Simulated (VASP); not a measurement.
# Mg33S32 (a cell with a defect) in VASP: single point with PBEsol

Aim: the single point of Mg33S32 (a cell with a defect) with PBEsol.

Program: VASP 6.6.1. These are calculated values, not measurements. Logs are shortened: lines on timing, memory, paths and dates and some standing lists are left out, and cuts for length are marked.

## (1) The cell of the first run

The cell holds a defect, 65 atoms: a = 10.364 Å, b = 10.364 Å, c = 10.364 Å, α = 90.00°, β = 90.00°, γ = 90.00°.

## (2) Single point, PBEsol

The input, INCAR:

```
PREC = Accurate
ENCUT = 520
EDIFF = 1E-6
ISMEAR = -1
SIGMA = 0.05
LREAL = Auto
LASPH = T
NELM = 80
ALGO = Normal
ISIF = 2
LWAVE = F
LCHARG = F
GGA = PS
NBANDS = 167
NELECT = 256.0
ISYM = 0
```

The input, KPOINTS:

```
Automatic mesh
0
Gamma
  1 1 1
  0.25 0.25 0.25
```

The input, POSCAR:

```
Mg33S32
1.0
   10.3639610000      0.0000000000      0.0000000000
    0.0000000000     10.3639610000      0.0000000000
    0.0000000000      0.0000000000     10.3639610000
S Mg
32 33
Direct
    0.2508250000      0.0012910000      0.0008340000
    0.2502810000      0.9949520000      0.4995070000
    0.2502790000      0.4999790000      0.9944940000
    0.2476360000      0.5031000000      0.5026440000
    0.7495810000      0.0008680000      0.0004120000
    0.7490400000      0.0014950000      0.4992310000
    0.7490380000      0.4996940000      0.0010450000
    0.7556760000      0.5002850000      0.4998240000
    0.0013220000      0.2507940000      0.0008380000
    0.9949480000      0.2502460000      0.4995150000
    0.0008910000      0.7495550000      0.0004100000
    0.0015300000      0.7490160000      0.4992290000
    0.4999960000      0.2502540000      0.9944820000
    0.5031890000      0.2475880000      0.5027130000
    0.4997170000      0.7490140000      0.0010520000
    0.5003040000      0.7556570000      0.4998240000
    0.0013130000      0.0012910000      0.2503370000
    0.0009000000      0.0008660000      0.7490950000
    0.9949840000      0.4999790000      0.2497890000
    0.0015240000      0.4996920000      0.7485640000
    0.5000000000      0.9949510000      0.2498080000
    0.4997150000      0.0014920000      0.7485660000
    0.5031280000      0.5031060000      0.2471590000
    0.5003040000      0.5002900000      0.7551880000
    0.2471930000      0.2471930000      0.2467340000
    0.2505320000      0.2505100000      0.7551700000
    0.2505400000      0.7556330000      0.2500430000
    0.2508730000      0.7491030000      0.7486400000
    0.7556350000      0.2505220000      0.2500520000
    0.7491260000      0.2508470000      0.7486570000
    0.7491190000      0.7490960000      0.2503870000
    0.7496380000      0.7496090000      0.7491500000
    0.9996360000      0.9995810000      0.9991340000
    0.9963690000      0.9963420000      0.4999690000
    0.9963790000      0.5004090000      0.9958980000
    0.9989570000      0.5010080000      0.5005570000
    0.5004440000      0.9963420000      0.9958990000
    0.5010360000      0.9989430000      0.5005640000
    0.5010370000      0.5010090000      0.9984750000
    0.5265760000      0.5265560000      0.5260730000
    0.2493180000      0.2492800000      0.9982720000
    0.2240690000      0.2240720000      0.5259210000
    0.2500380000      0.7539140000      0.9960570000
    0.2495800000      0.7517280000      0.5006790000
    0.7539550000      0.2500120000      0.9960610000
    0.7517520000      0.2495440000      0.5006780000
    0.7508220000      0.7507790000      0.9992780000
    0.7541990000      0.7541880000      0.5000800000
    0.2493100000      0.9987420000      0.2488170000
    0.2500450000      0.9965070000      0.7534690000
    0.2241120000      0.5263640000      0.2236430000
    0.2495830000      0.5011380000      0.7512660000
    0.7539450000      0.9965090000      0.2495600000
    0.7508130000      0.9997370000      0.7503290000
    0.7517730000      0.5011450000      0.2490920000
    0.7541890000      0.5005340000      0.7537260000
    0.9987410000      0.2492760000      0.2488290000
    0.9965320000      0.2500030000      0.7534720000
    0.9965350000      0.7539200000      0.2495600000
    0.9997570000      0.7507810000      0.7503400000
    0.5263850000      0.2240730000      0.2236010000
    0.5011640000      0.2495560000      0.7512760000
    0.5011460000      0.7517400000      0.2491060000
    0.5005760000      0.7541670000      0.7537290000
    0.3752240000      0.3751470000      0.3747460000
```

Potentials or basis: VASP PAW PBE potentials, release 64 (S, Mg).

On the command line:

```
cat potpaw_PBE.64/S/POTCAR potpaw_PBE.64/Mg/POTCAR > POTCAR
mpirun -np 1 vasp_std > vasp.out
```

OUTCAR:

```text
PREC = Accurate
   ENCUT = 520
   EDIFF = 1E-6
   ISMEAR = -1
   LREAL = Auto
   LASPH = T
   NELM = 80
   ISIF = 2
   GGA = PS
   NELECT = 256.0
   ISYM = 0

 ion  position               nearest neighbor table
   1  0.251  0.001  0.001-  50 2.56  43 2.56  49 2.57  41 2.57  37 2.59  33 2.60
   2  0.250  0.995  0.500-  42 2.41  44 2.52  49 2.60  38 2.60  34 2.63  50 2.63
   3  0.250  0.500  0.994-  51 2.41  52 2.52  41 2.60  39 2.60  35 2.63  43 2.63
   4  0.248  0.503  0.503-  65 2.29  52 2.58  44 2.58  36 2.58  40 2.91  51 2.91  42 2.91
   5  0.750  0.001  0.000-  37 2.58  45 2.58  53 2.58  33 2.59  54 2.59  47 2.59
   6  0.749  0.001  0.499-  48 2.56  34 2.56  38 2.57  46 2.57  53 2.59  54 2.60
   7  0.749  0.500  0.001-  56 2.56  35 2.56  39 2.57  55 2.57  45 2.59  47 2.60
   8  0.756  0.500  0.500-  40 2.41  36 2.52  55 2.60  46 2.60  56 2.63  48 2.63
   9  0.001  0.251  0.001-  58 2.56  45 2.56  57 2.57  41 2.57  35 2.59  33 2.60
  10  0.995  0.250  0.500-  42 2.41  46 2.52  57 2.60  36 2.60  34 2.63  58 2.63
  11  0.001  0.750  0.000-  43 2.58  59 2.58  35 2.58  33 2.59  47 2.59  60 2.59
  12  0.002  0.749  0.499-  34 2.56  48 2.56  36 2.57  44 2.57  59 2.59  60 2.60
  13  0.500  0.250  0.994-  61 2.41  62 2.52  41 2.60  39 2.60  37 2.63  45 2.63
  14  0.503  0.248  0.503-  65 2.29  46 2.58  62 2.58  38 2.58  40 2.91  61 2.91  42 2.91
  15  0.500  0.749  0.001-  64 2.56  37 2.56  39 2.57  63 2.57  43 2.59  47 2.60
  16  0.500  0.756  0.500-  40 2.41  38 2.52  63 2.60  44 2.60  48 2.63  64 2.63
  17  0.001  0.001  0.250-  53 2.56  59 2.56  57 2.57  49 2.57  34 2.59  33 2.60
[... 66 lines left out ...]
                            35 3.61  56 3.61  54 3.64  33 3.64  46 3.65  41 3.65
  59  0.997  0.754  0.250-  17 2.56  31 2.56  11 2.58  12 2.59  19 2.63  27 2.63  51 3.35  53 3.56
                            34 3.61  48 3.61  47 3.64  33 3.64  55 3.65  49 3.65
  60  1.000  0.751  0.750-  11 2.59  18 2.59  32 2.59  20 2.60  12 2.60  28 2.60  56 3.63  48 3.63
                            35 3.63  34 3.63  43 3.64  50 3.64  33 3.65  47 3.65  54 3.65
  61  0.526  0.224  0.224-  13 2.41  21 2.41  29 2.41  65 2.71  23 2.91  14 2.91  25 2.91  45 3.35
                            53 3.35  37 3.35
  62  0.501  0.250  0.751-  13 2.52  30 2.57  22 2.57  14 2.58  26 2.60  24 2.60  45 3.65  37 3.65
                            39 3.65  41 3.66
  63  0.501  0.752  0.249-  21 2.52  31 2.57  15 2.57  23 2.58  27 2.60  16 2.60  53 3.65  37 3.65
                            38 3.65  49 3.66
  64  0.501  0.754  0.754-  15 2.56  22 2.56  32 2.58  28 2.59  24 2.63  16 2.63  40 3.35  37 3.55
                            43 3.61  50 3.61  47 3.63  54 3.63  39 3.65  38 3.65
  65  0.375  0.375  0.375-   4 2.29  23 2.29  14 2.29  25 2.30  61 2.71  42 2.71  51 2.71  40 2.72

IMPORTANT INFORMATION: All symmetrisations will be switched off!
NOSYMM: (Re-)initialisation of all symmetry stuff for point group C_1.

----------------------------------------------------------------------------------------

                                     Primitive cell

  volume of cell :    1113.2105

  direct lattice vectors                    reciprocal lattice vectors
    10.363961000  0.000000000  0.000000000     0.096488206  0.000000000  0.000000000
     0.000000000 10.363961000  0.000000000     0.000000000  0.096488206  0.000000000
     0.000000000  0.000000000 10.363961000     0.000000000  0.000000000  0.096488206

  length of vectors
    10.363961000 10.363961000 10.363961000     0.096488206  0.096488206  0.096488206

  position of ions in fractional coordinates (direct lattice)
     0.250825000  0.001291000  0.000834000
     0.250281000  0.994952000  0.499507000
     0.250279000  0.499979000  0.994494000
     0.247636000  0.503100000  0.502644000
     0.749581000  0.000868000  0.000412000
     0.749040000  0.001495000  0.499231000
[... 57 lines left out ...]
     0.500576000  0.754167000  0.753729000
     0.375224000  0.375147000  0.374746000

  ion indices of the primitive-cell ions
   primitive index   ion index
                 1           1
                 2           2
                 3           3
                 4           4
                 5           5
                 6           6
[... 57 lines left out ...]
                64          64
                65          65

----------------------------------------------------------------------------------------

 KPOINTS: Automatic mesh

Automatic generation of k-mesh.
 Grid dimensions read from file:
 generate k-points for:    1    1    1

 Generating k-lattice:

  Cartesian coordinates                     Fractional coordinates (reciprocal lattice)
     0.096488206  0.000000000  0.000000000     1.000000000  0.000000000  0.000000000
     0.000000000  0.096488206  0.000000000     0.000000000  1.000000000  0.000000000
     0.000000000  0.000000000  0.096488206     0.000000000  0.000000000  1.000000000

  Length of vectors
     0.096488206  0.096488206  0.096488206

  Shift w.r.t. Gamma in fractional coordinates (k-lattice)
     0.250000000  0.250000000  0.250000000

 Subroutine IBZKPT returns following result:
 ===========================================

 Found      4 irreducible k-points:

 Following reciprocal coordinates:
            Coordinates               Weight
  0.250000  0.250000  0.250000      2.000000
 -0.250000  0.250000  0.250000      2.000000
 -0.250000 -0.250000  0.250000      2.000000
  0.250000 -0.250000  0.250000      2.000000
   k-points           NKPTS =      4   k-points in BZ     NKDIM =      4   number of bands    NBANDS=    167
   number of dos      NEDOS =    301   number of ions     NIONS =     65
   total plane-waves  NPLWV = 512000
   dimension x,y,z NGX =    80 NGY =   80 NGZ =   80
   dimension x,y,z NGXF=   160 NGYF=  160 NGZF=  160
   ions per type =              32  33
   NGX,Y,Z   is equivalent  to a cutoff of  12.83, 12.83, 12.83 a.u.
   NGXF,Y,Z  is equivalent  to a cutoff of  25.67, 25.67, 25.67 a.u.
 SYSTEM =  unknown system
   PREC   = accura    normal or accurate (medium, high low for compatibility)
   ISTART =      0    job   : 0-new  1-cont  2-samecut
   ICHARG =      2    charge: 1-file 2-atom 10-const
   ISPIN  =      1    spin polarized calculation?
   LNONCOLLINEAR =      F non collinear calculations
   LSORBIT =      F    spin-orbit coupling
   LASPH  =      T    aspherical Exc in radial PAW
   ENCUT  =  520.0 eV  38.22 Ry    6.18 a.u.  19.27 19.27 19.27*2*pi/ulx,y,z
   NELM   =     80;   NELMIN=  2; NELMDL= -5     # of ELM steps
   EDIFF  = 0.1E-05   stopping-criterion for ELM
   LREAL  =      T    real-space projection
   EDIFFG = 0.1E-04   stopping-criterion for IOM
   NSW    =      0    number of steps for IOM
   IBRION =     -1    ionic relax: 0-MD 1-quasi-New 2-CG
   NFREE  =      0    steps in history (QN), initial steepest desc. (CG)
   ISIF   =      2    stress and relaxation
   ISYM   =      0    0-nonsym 1-usesym 2-fastsym
   POTIM  = 0.5000    time-step for ionic-motion
   TEBEG  =    0.0;   TEEND  =   0.0 temperature during run
   PSTRESS=    0.0 pullay stress
   NELECT =     256.0000    total number of electrons
   NUPDOWN=      -1.0000    fix difference up-down
   EMIN   =  10.00;   EMAX   =-10.00  energy-range for DOS
   EFERMI =   0.00;   METHOD = LEGACY
   ISMEAR =    -1;   SIGMA  =   0.05  broadening in eV -4-tet -1-fermi 0-gaus
   EFERMI_NEDOS =   21; number of points for ismear=-14 and -15
   IALGO  =     38    algorithm
   IMIX   =      4    mixing-type and parameters
     AMIX     =   0.40;   BMIX     =  1.00
     AMIX_MAG =   1.60;   BMIX_MAG =  1.00
  volume/ion in A,a.u.               =      17.13       115.57
  Fermi-wavevector in a.u.,A,eV,Ry     =   1.002988  1.895372 13.687255  1.005985
  Thomas-Fermi vector in A             =   2.135511
   LORBIT       =      0    0 simple, 1 ext, 2 COOP (PROOUT), +10 PAW based schemes
   GGA     = PS    functional components
   LHFCALC =     F    Hartree Fock is set to
   AEXX    =    0.0000 exact exchange contribution
   IVDW    =     0    specifies the selected vdW correction
   LEPSILON=     F    determine dielectric tensor
   LRPA    =     F    only Hartree local field effects (RPA)
 non-spin polarized calculation
  energy-cutoff  :      520.00
  volume of cell :     1113.21
 maximum number of plane-waves:     30028
 NGX is ok and might be reduce to    80
   NGX = 39   NGY = 39   NGZ = 39

 number of electron     255.9999993 magnetization

 Free energy of the ion-electron system (eV)
  ---------------------------------------------------
  ext. energy  EPLUGINS =         0.00000000
  ---------------------------------------------------
  free energy    TOTEN  =      -300.78473253 eV

  energy without entropy =     -300.78473253  energy(sigma->0) =     -300.78473253

 E-fermi :   5.0050     XC(G=0):  -9.9046

 val. band max:        3.7596157273   @ k =  -0.2500   0.2500   0.2500
 cond. band min:       6.9342877072   @ k =  -0.2500   0.2500   0.2500
 fundamental gap:      3.1746719799
 Fermi energy:         5.0050438248

 k-point     1 :       0.2500    0.2500    0.2500
  band No.  band energies     occupation
      1      -8.8189      2.00000
      2      -8.4382      2.00000
      3      -8.4033      2.00000
      4      -8.4032      2.00000
      5      -8.0965      2.00000
      6      -8.0604      2.00000
[... 561 lines left out ...]
    139       8.4671      0.00000
    140       8.5800      0.00000
 [bands above 140 left out]

------------------------ aborting loop because EDIFF is reached ----------------------------------------

  FORCE on cell =-STRESS in cart. coord.  units (eV):
  Direction    XX          YY          ZZ          XY          YZ          ZX
  --------------------------------------------------------------------------------------
  -------------------------------------------------------------------------------------
  Total       -4.1413032     -4.1483227     -4.1488491     -0.0425845     -0.0389093     -0.0481517
  in kB       -5.9603300     -5.9704327     -5.9711902     -0.0612893     -0.0559999     -0.0693018
  external PRESSURE =      -5.9673177 kB  Pullay stress =       0.0000000 kB

 VOLUME and BASIS-vectors are now :
 -----------------------------------------------------------------------------
  energy-cutoff  :      520.00
  volume of cell :     1113.21
      direct lattice vectors                 reciprocal lattice vectors
    10.363961000  0.000000000  0.000000000     0.096488206  0.000000000  0.000000000
     0.000000000 10.363961000  0.000000000     0.000000000  0.096488206  0.000000000
     0.000000000  0.000000000 10.363961000     0.000000000  0.000000000  0.096488206

 POSITION                                       TOTAL-FORCE (eV/Angst)
 -----------------------------------------------------------------------------------
      2.59954      0.01338      0.00864        -0.004623      0.001520      0.002322
      2.59390     10.31164      5.17687         0.007688     -0.003213      0.004462
      2.59388      5.18176     10.30690         0.009141      0.004904     -0.000941
      2.56649      5.21411      5.20938        -0.016284      0.006965      0.005225
      7.76863      0.00900      0.00427        -0.000873      0.002195      0.001600
      7.76302      0.01549      5.17401        -0.000037      0.000768     -0.001524
[... 57 lines left out ...]
      5.18795      7.81616      7.81162        -0.000880     -0.003525     -0.004677
      3.88881      3.88801      3.88385        -0.006484     -0.008670     -0.004687
 -----------------------------------------------------------------------------------
    total drift:                               -0.010155     -0.007740      0.005627

  FREE ENERGIE OF THE ION-ELECTRON SYSTEM (eV)
  ---------------------------------------------------
  free  energy   TOTEN  =      -300.7847325310 eV

  energy  without entropy=     -300.7847325309  energy(sigma->0) =     -300.78473253
```

Run time: 46 min. Hardware: 1 thread of Oxide Virtual Turin-like, shared host; peak memory 1.2 GiB.

Results:

```
Free energy   : -300.7847 eV
Largest force : 0.028 eV/Å
```

Forces in eV/Å, atoms in the order of the input:
```
S   -0.005  0.002  0.002
S    0.008 -0.003  0.004
S    0.009  0.005 -0.001
S   -0.016  0.007  0.005
S   -0.001  0.002  0.002
S    0.000  0.001 -0.002
S   -0.001 -0.001  0.002
S    0.006 -0.005 -0.008
S    0.002 -0.005  0.002
S   -0.002  0.009  0.004
S    0.002 -0.001  0.002
S    0.001 -0.001 -0.001
S    0.006  0.008 -0.001
S    0.003 -0.013  0.002
S    0.000 -0.001  0.002
S   -0.005  0.006 -0.008
S    0.001  0.001 -0.005
S    0.001  0.001  0.000
S   -0.004  0.005  0.008
S    0.000 -0.002  0.000
S    0.006 -0.003  0.007
S   -0.001  0.001  0.001
S    0.005  0.005 -0.016
S   -0.006 -0.006  0.008
S    0.017  0.016  0.015
S   -0.005 -0.005 -0.010
S   -0.004 -0.012 -0.005
S    0.001 -0.002 -0.001
S   -0.011 -0.004 -0.006
S   -0.001  0.001 -0.001
S   -0.002 -0.002  0.000
S    0.004  0.005  0.004
Mg   0.002  0.003  0.004
Mg   0.004  0.004  0.000
Mg   0.004  0.001  0.004
Mg  -0.004  0.000  0.000
Mg   0.001  0.004  0.003
Mg   0.000 -0.004  0.000
Mg   0.001  0.001 -0.004
Mg   0.000  0.000  0.000
Mg  -0.001  0.000  0.000
Mg  -0.008 -0.008  0.016
Mg   0.000  0.000  0.000
Mg  -0.001  0.002  0.001
Mg   0.000 -0.001  0.001
Mg   0.001 -0.001  0.001
Mg  -0.001  0.000  0.000
Mg  -0.004 -0.005 -0.001
Mg  -0.001  0.000  0.000
Mg   0.000  0.000  0.000
Mg  -0.008  0.016 -0.009
Mg  -0.002  0.001  0.002
Mg   0.001  0.000 -0.001
Mg  -0.001  0.000  0.000
Mg   0.001  0.001 -0.001
Mg  -0.003  0.000 -0.005
Mg   0.000  0.000  0.000
Mg   0.000  0.000  0.000
Mg   0.000  0.000 -0.001
Mg   0.000 -0.001 -0.001
Mg   0.017 -0.008 -0.009
Mg   0.001 -0.001  0.002
Mg   0.002  0.001 -0.002
Mg  -0.001 -0.004 -0.005
Mg  -0.006 -0.009 -0.005
```

Levels at points of the mesh, in eV from the Fermi level:
```tsv
k point	band 124	band 125	band 126	band 127	band 128	band 129	band 130	band 131	band 132	band 133
(0.25, 0.25, 0.25)	-1.47	-1.47	-1.46	-1.25	-1.25	1.93	1.94	1.94	2.91	2.94
```

Caveat: the cell carries a net charge on a neutralising background, which shifts energy and pressure; the cell is charged against a uniform background, so pressure and absolute levels hang on convention; the PAW data sets were made with another functional, which shifts forces and pressure a little.
